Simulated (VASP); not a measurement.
ZnO, 2 atoms in the cell. The structure is tetragonal, space group I4/mmm (No. 139). Conventional cell: a = 2.976 Å, b = 2.976 Å, c = 4.343 Å, α = 90.00°, β = 90.00°, γ = 90.00°. Zn (site symmetry 4/mmm) has 6 O at 2.10 to 2.17 Å within 2.8 Å. O (site symmetry 4/mmm) has 6 Zn at 2.10 to 2.17 Å within 2.8 Å.  This cell differs from its parent crystal: epitaxial xy strain -1.4%.

```yaml
Program: VASP 6.6.1
Task: single point
Functional: r2SCAN
Potentials_or_basis: VASP PAW PBE potentials, release 64 (Zn, O_h)
Cutoff: 1480 eV
k_mesh: 10 × 10 × 10
Occupations: gaussian, width 0.01 eV
Spin: no spin polarisation
Dipole_correction: no
Further_INCAR_settings: ALGO = Normal; EDIFF = 1e-06; NBANDS = 16
```

Potentials or basis: VASP PAW PBE potentials, release 64 (Zn, O_h).

The run is started by

```sh
$ cat potpaw_PBE.64/Zn/POTCAR potpaw_PBE.64/O_h/POTCAR > POTCAR
$ cp INCAR.step1 INCAR
$ mpirun -np 1 vasp_std > vasp.out
$ cp INCAR.step2 INCAR
$ mpirun -np 1 vasp_std > vasp.out
```

Hardware: 1 thread of Intel(R) Xeon(R) Platinum 8375C CPU @ 2.90GHz (Ice Lake) (shared host).

Problem. How long does it take, and how much memory?

Solution. Run time: 8.1 min on 1 thread of Intel(R) Xeon(R) Platinum 8375C CPU @ 2.90GHz (Ice Lake) (shared host), peak memory 0.37 GiB. Counts: k points 102.
